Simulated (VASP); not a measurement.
TaTe:

```
Ta Te
1.0
     0.00000    3.15993    3.15993
     3.15993    0.00000    3.15993
     3.15993    3.15993    0.00000
Ta Te
1 1
Direct
  0.00000 0.00000 0.00000
  0.25000 0.25000 0.25000
```

Base run:

| Quantity | Value |
| --- | --- |
| Program | VASP 6.6.1 |
| Functional | PBE |
| Potentials or basis | VASP PAW PBE potentials, release 64 (Ta_pv, Te) |
| Cutoff | 520 eV |
| k mesh | 10 × 10 × 10 |
| Occupations | gaussian, width 0.05 eV |
| Spin | collinear spin |
| Starting moments | [2.0, 0.0] μB |

Its results: pressure 0.0 GPa; net moment 2.07 μB per cell; site moments Ta +1.41; Te -0.03 μB.

After a change of settings the same cell gave: pressure -2.6 GPa; net moment 2.25 μB per cell; site moments Ta +1.52; Te -0.05 μB. Which change was it?
A. functional from PBE to revPBE; dispersion from none to D3(BJ)
B. moments at the start from [2.0, 0.0] to [1.39, 0.0]
C. functional from PBE to PBEsol; further incar settings from ALGO = Normal; EDIFF = 1e-06; NBANDS = 20 to ALGO = Normal; EDIFF = 1e-07; NBANDS = 20
D. moments at the start from [2.0, 0.0] to [1.37, 0.0]

A.

Caveats: three body term missing (at least some runs); the PAW data sets were made with another functional, which shifts forces and pressure a little (at least some runs).
